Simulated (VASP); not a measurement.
Here is a VASP 6.6.1 calculation.

INCAR

```
SYSTEM = CdCu4I
PREC     = Accurate       ! precision mode
ENCUT    = 520            ! plane-wave cutoff, eV
EDIFF    = 1E-6           ! SCF threshold, eV
ISMEAR   = -1             ! smearing method
SIGMA    = 0.1            ! smearing width, eV
LREAL    = .False.        ! projectors in reciprocal space
LASPH    = .True.         ! aspherical terms in the spheres
NELM     = 80             ! most SCF steps
ALGO     = Normal         ! electronic algorithm
ISIF     = 2              ! what is computed and relaxed
LWAVE    = .False.        ! write WAVECAR
LCHARG   = .False.        ! write CHGCAR
GGA      = PE             ! functional
NBANDS   = 40             ! bands
```

KPOINTS

```
regular mesh
0
Gamma
  8 8 8
  0 0 0
```

Contents of POSCAR:

```
CdCu4I
1.0
    0.0000000000      3.7898980000      3.7898980000
    3.7898980000      0.0000000000      3.7898980000
    3.7898980000      3.7898980000      0.0000000000
Cu Cd I
4 1 1
Direct
    0.3741312919      0.3741312919      0.3741312919
    0.8776061244      0.3741312919      0.3741312919
    0.3741312919      0.3741312919      0.8776061244
    0.3741312919      0.8776061244      0.3741312919
    0.0000000000      0.0000000000      0.0000000000
    0.7500000000      0.7500000000      0.7500000000
```

Potentials or basis: VASP PAW PBE potentials, release 64 (Cu, Cd, I).

Launch:

```console
$ cat potpaw_PBE.64/Cu/POTCAR potpaw_PBE.64/Cd/POTCAR potpaw_PBE.64/I/POTCAR > POTCAR
$ mpirun -np 1 vasp_std > vasp.out
```

**Question.** Estimate the band gap on the k mesh.

**Answer.** Zero (an odd number of electrons rules out a gap without spin polarisation).

**Question.** Estimate the pressure.

**Answer.** -4.6 GPa.

Forces on the atoms (eV/Å):
```
Cu  -0.009 -0.009 -0.009
Cu  -0.009  0.009  0.009
Cu   0.009  0.009 -0.009
Cu   0.009 -0.009  0.009
Cd   0.000  0.000  0.000
I    0.000  0.000  0.000
```

Caveat: the cell stands under tension; spin-orbit coupling is left out, which moves the levels of the heavy elements; an odd number of electrons without spin polarisation forces a metal; a magnetic or distorted state may lie lower.
